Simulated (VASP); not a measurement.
# Sb4Pt: relaxation of cell and atoms with PBE

The system is Sb4Pt.

```
CELL_PARAMETERS angstrom
-3.40119 3.40119 3.40119
3.40119 -3.40119 3.40119
3.40119 3.40119 -3.40119
ATOMIC_POSITIONS crystal
Sb 0.50000 0.50000 0.50000
Sb 0.00000 0.00000 0.50000
Sb 0.00000 0.50000 0.00000
Sb 0.50000 0.00000 0.00000
Pt 0.00000 0.00000 0.00000
```

```
Program                : VASP 6.6.1
Task                   : relaxation of cell and atoms
Functional             : PBE
Potentials or basis    : VASP PAW PBE potentials, release 64 (Sb, Pt)
Cutoff                 : 600 eV
k mesh                 : 4 × 4 × 4
Occupations            : gaussian, width 0.1 eV
Spin                   : no spin polarisation
Dipole correction      : no
Further INCAR settings : ALGO = Normal; EDIFF = 1e-06; IBRION = 2; EDIFFG = -0.04; NSW = 90; ISIF = 3
```

```json
{
 "Relaxed volume": "28.20 Å³/atom",
 "Relaxed cell": "a = 5.679 Å, b = 5.679 Å, c = 5.679 Å, α = 109.47°, β = 109.47°, γ = 109.47°",
 "Space group after relaxing (to 0.05 Å)": "Im-3m (No. 229)",
 "Energy gained by relaxing": "67.6 meV/atom",
 "Ionic steps": "3",
 "Pressure after relaxing": "0.0 GPa",
 "Band gap on the k mesh": "zero (band 15 reaches 7.32 eV, above the bottom of band 16 at 6.21 eV)"
}
```

The path:
```
step  energy change (eV)  largest force (eV/Å)  pressure (GPa)  volume (Å³)
   1              0.0000                0.0000           -5.91       157.38
   2             -0.2110                0.0000            5.05       132.37
   3             -0.3381                0.0000           -0.04       140.99
```

Final structure:
```xyz
5
Lattice="-3.2787 3.2787 3.2787 3.2787 -3.2787 3.2787 3.2787 3.2787 -3.2787" Properties=species:S:1:pos:R:3 pbc="T T T"
Sb    1.6394    1.6394    1.6394
Sb    1.6394    1.6394   -1.6394
Sb    1.6394   -1.6394    1.6394
Sb   -1.6394    1.6394    1.6394
Pt    0.0000    0.0000    0.0000
```

Levels at points of the mesh, in eV from the Fermi level:
```
           k point  band 13  band 14  band 15  band 16  band 17  band 18
(0.00, 0.00, 0.00)    -2.18    -2.18    -2.18    -0.85     2.15     2.15
(0.50, 0.00, 0.00)    -1.17    -0.84    -0.41    -0.06     0.18     0.76
(0.50, 0.50, 0.50)    -0.14    -0.14    -0.14     3.84     3.84     3.84
```

Run time: 46 s on 1 thread of Intel(R) Xeon(R) 6975P-C (Granite Rapids) (shared host), peak memory 0.34 GiB.

Caveat: spin-orbit coupling is left out, which moves the levels of the heavy elements.
